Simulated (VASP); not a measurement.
Crystal: Al2GaN3.

```
Al Ga N
1.0
     2.68166    1.49229    2.60089
    -2.79592    1.53914    2.69097
    -0.01656   -3.16400    2.72499
Al Ga N
2 1 3
Cartesian
  -0.1332 -0.0605 5.6270
  -0.0150 0.1249 2.4965
  -0.0925 0.0348 0.0457
  -1.3340 0.9256 1.3112
  1.6091 0.6540 1.2011
  -0.0821 -1.5668 1.3746
```

```yaml
Program: VASP 6.6.1
Task: relaxation of cell and atoms
Functional: PBEsol
Potentials_or_basis: VASP PAW PBE potentials, release 64 (Al, Ga_d, N)
Cutoff: 600 eV
k_mesh: 4 × 4 × 4
Occupations: fermi-dirac, width 0.05 eV
Spin: no spin polarisation
```

At the start: pressure 0.1 GPa; volume 11.41 Å³/atom.

Problem. Where does the relaxation end?

Solution. Over 69 steps the energy falls by 1130.4 meV/atom and the volume is 8.65 Å³/atom (-24.2 %); space group P1 (No. 1, to 0.1 Å) before, Immm (No. 71, to 0.1 Å).

The path:
| step | energy change (eV) | largest force (eV/Å) | pressure (GPa) | volume (Å³) |
| --- | --- | --- | --- | --- |
| 1 | 0.0000 | 5.2843 | 0.10 | 68.46 |
| 3 | -0.6085 | 1.2659 | -4.50 | 68.48 |
| 5 | -0.8769 | 1.6675 | 7.45 | 63.76 |
| 7 | -1.2966 | 1.7674 | 6.10 | 62.64 |
| 9 | -1.7187 | 5.5625 | 7.89 | 57.58 |
| 11 | -2.1329 | 3.3759 | 1.13 | 59.63 |
| 13 | -0.9372 | 6.3681 | 3.87 | 58.42 |
| 15 | -2.7225 | 2.7217 | -6.47 | 59.09 |
| 17 | -3.3289 | 2.9469 | 3.76 | 56.26 |
| 19 | -4.7633 | 1.6195 | 6.76 | 56.08 |
| 21 | -4.8457 | 2.2209 | 10.35 | 55.91 |
| 23 | -5.5826 | 3.2227 | -0.24 | 58.28 |
| 25 | -6.2557 | 1.1857 | -5.27 | 58.06 |
| 27 | -6.4142 | 0.7521 | -2.36 | 56.78 |
| 29 | -6.5192 | 0.5059 | 1.08 | 55.42 |
| 31 | -6.5662 | 0.3808 | -0.85 | 55.46 |
| 33 | -6.5817 | 0.0982 | -0.01 | 55.06 |
| 35 | -6.5841 | 0.0817 | -0.23 | 55.01 |
| 37 | -6.5860 | 0.0780 | -0.32 | 54.89 |
| 39 | -6.5888 | 0.1228 | 0.31 | 54.50 |
| 41 | -6.5919 | 0.1589 | -1.91 | 54.30 |
| 43 | -6.5936 | 0.1686 | -1.95 | 54.20 |
| 45 | -6.6052 | 0.2586 | -1.94 | 53.75 |
| 47 | -6.6133 | 1.2932 | 2.39 | 51.85 |
| 49 | -6.6448 | 0.6745 | 0.30 | 52.35 |
| 51 | -6.6456 | 0.5821 | -0.05 | 52.47 |
| 53 | -6.6476 | 0.7121 | 0.39 | 52.30 |
| 55 | -6.6601 | 0.6802 | 0.33 | 52.26 |
| 57 | -6.7061 | 0.5855 | 0.27 | 52.08 |
| 59 | -6.7498 | 0.5281 | 0.26 | 51.91 |
| 61 | -6.7724 | 0.2837 | -1.28 | 52.17 |
| 63 | -6.7803 | 0.0985 | 1.05 | 51.70 |
| 65 | -6.7818 | 0.0485 | -0.05 | 51.92 |
| 67 | -6.7821 | 0.0168 | -0.02 | 51.92 |
| 69 | -6.7821 | 0.0079 | 0.03 | 51.91 |

Final structure:
```xyz
6
Lattice="2.0650 0.6832 1.9329 -2.8830 0.7841 2.8001 -0.2645 -3.4219 3.6657" Properties=species:S:1:pos:R:3 pbc="T T T"
Al   -0.5070   -0.9142    5.4428
Al   -0.1465   -0.2678    2.6440
Ga   -0.0508   -3.0358    3.5088
N    -1.4912   -2.6434    4.9099
N    -1.5864    0.0787    4.0583
N     0.9332   -1.2603    4.0286
```

Caveat: the volume moved by over 15 % at a fixed basis, so the end points are rough; the PAW data sets were made with another functional, which shifts forces and pressure a little.
